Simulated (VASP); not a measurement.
Write the native input for VASP 6.6.1 that does the following.

* Task: single point
* Functional: PBE
* Potentials or basis: VASP PAW PBE potentials, release 64 (N, Ga_d, As)
* Cutoff: 520 eV
* k mesh: 8 × 8 × 8
* Occupations: fermi-dirac, width 0.02 eV
* Spin: no spin polarisation
* Dipole correction: no
* Further INCAR settings: ALGO = Normal; EDIFF = 1e-07; NBANDS = 46

The structure of Ga4AsN3 lies in POSCAR:

```
Ga4AsN3
1.0
   -2.4096374658      2.4096374658      4.7187606048
    2.4096374658     -2.4096374658      4.7187606048
    2.4096374658      2.4096374658     -4.7187606048
N Ga As
3 4 1
Direct
    0.2500000000      0.7500000000      0.5000000000
    0.5000000000      0.5000000000      0.0000000000
    0.7500000000      0.2500000000      0.5000000000
    0.8557903299      0.4185398559      0.0000000000
    0.1442096701      0.1442096701      0.5627495260
    0.4185398559      0.8557903299      0.0000000000
    0.5814601441      0.5814601441      0.4372504740
    0.0000000000      0.0000000000      0.0000000000
```

These files were run (other wordings do the same):

INCAR

```
SYSTEM = Ga4AsN3
  ALGO = Normal
  EDIFF = 1E-7
  ENCUT = 520
  GGA = PE
  ISIF = 2
  ISMEAR = -1
  LASPH = .True.
  LCHARG = .False.
  LREAL = .False.
  LWAVE = .False.
  NBANDS = 46
  NELM = 100
  PREC = Accurate
  SIGMA = 0.02
```

KPOINTS

```
k-points
0
Gamma
  8 8 8
  0 0 0
```

Potentials or basis: VASP PAW PBE potentials, release 64 (N, Ga_d, As).

Command:

```sh
$ cat potpaw_PBE.64/N/POTCAR potpaw_PBE.64/Ga_d/POTCAR potpaw_PBE.64/As/POTCAR > POTCAR
$ mpirun -np 1 vasp_std > vasp.out
```

Results of the run:

```
Pressure               : 5.2 GPa
Largest force          : 0.092 eV/Å
Band gap on the k mesh : 0.32 eV
```

Caveat: the cell stands under pressure.

Run time: 13 min on 1 thread of Intel Xeon 8259CL, on a shared host, peak memory 0.47 GiB.
